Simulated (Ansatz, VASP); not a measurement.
TiGaC4N4 in VASP and in Ansatz

```
CELL_PARAMETERS angstrom
5.88435 0.00000 0.00000
0.00000 5.88435 0.00000
0.00000 0.00000 5.88435
ATOMIC_POSITIONS crystal
Ti 0.50000 0.50000 0.50000
Ga 0.00000 0.00000 0.00000
C 0.18603 0.18603 0.18603
C 0.18603 0.81397 0.81397
C 0.81397 0.18603 0.81397
C 0.81397 0.81397 0.18603
N 0.30082 0.30082 0.30082
N 0.30082 0.69918 0.69918
N 0.69918 0.30082 0.69918
N 0.69918 0.69918 0.30082
```

Alike in both runs: task relaxation of cell and atoms; functional PBE; k mesh 4 × 4 × 4; occupations gaussian, width 0.1 eV; collinear spin.

```csv
,VASP,Ansatz
version,VASP 6.6.1,Ansatz 0.2.0
potentials or method,"VASP PAW PBE potentials, release 64 (Ti_sv, Ga_d, C, N), cutoff 600 eV","scalar-relativistic, plane waves, PAW"
valence electrons in the cell,61,61
```

VASP gave:

| Item | Value |
| --- | --- |
| gap on the k mesh at the Fermi level, each at its own relaxed structure (eV) | none |
| net moment per atom (μB) | 0.28 |
| size of the moment on the site where the two differ most (μB) | 1.31 |
| relaxed volume (Å³/atom) | 21.22 |
| relaxed length of the cell vector where the two differ most in proportion (Å) | 5.964 |

Task: Which values does Ansatz return?

Result: gap on the k mesh at the Fermi level, each at its own relaxed structure (eV): none; net moment per atom (μB): 0.28; size of the moment on the site where the two differ most (μB): 0.99; relaxed volume (Å³/atom): 21.17; relaxed length of the cell vector where the two differ most in proportion (Å): 5.960.

Site moments also hang on the region over which each program counts them. A gap of «none» marks a metal or a gap that the smearing closes.

Noted on VASP's run: the standard files for N, O and F lose accuracy on very short bonds.
